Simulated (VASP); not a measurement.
Here is a VASP 6.6.1 calculation.

File INCAR:

```
SYSTEM = InP3
PREC = Accurate
ENCUT = 520
EDIFF = 1E-7
ISMEAR = 0
SIGMA = 0.15
LREAL = .FALSE.
LASPH = .TRUE.
NELM = 100
ALGO = Normal
ISIF = 2
LWAVE = .FALSE.
LCHARG = .TRUE.
GGA = PS
LELF = .TRUE.
LVHAR = .TRUE.
NBANDS = 38
```

File KPOINTS:

```
regular mesh
0
G
  6 6 6
  0 0 0
```

POSCAR

```
InP3
1.0
    3.4177878374      1.9732607279      3.0170261787
   -3.4177878374      1.9732607279      3.0170261787
    0.0000000000     -3.9465214559      3.0170261787
In P
2 6
Direct
    0.2732789115      0.2732789115      0.2732789115
    0.7267210885      0.7267210885      0.7267210885
    0.7947108827      0.2411926280      0.7947108827
    0.7947108827      0.7947108827      0.2411926280
    0.2411926280      0.7947108827      0.7947108827
    0.2052891173      0.7588073720      0.2052891173
    0.7588073720      0.2052891173      0.2052891173
    0.2052891173      0.2052891173      0.7588073720
```

Potentials or basis: VASP PAW PBE potentials, release 64 (In_d, P).

Launch:

```bash
$ cat potpaw_PBE.64/In_d/POTCAR potpaw_PBE.64/P/POTCAR > POTCAR
$ mpirun -np 1 vasp_std > vasp.out
```

(1) Estimate the band gap on the k mesh.

(2) Estimate the pressure.

(3) What does it give for the largest force?

## Answers

(1) zero (band 28 reaches 10.68 eV, above the bottom of band 29 at 10.16 eV).

(2) 37.5 GPa.

(3) 2.871 eV/Å.

Caveat: the cell differs from its parent crystal (strain -0.080 along x and y, -0.080 along z); the PAW data sets were made with another functional, which shifts forces and pressure a little; spin-orbit coupling is left out, which moves the levels of the heavy elements.
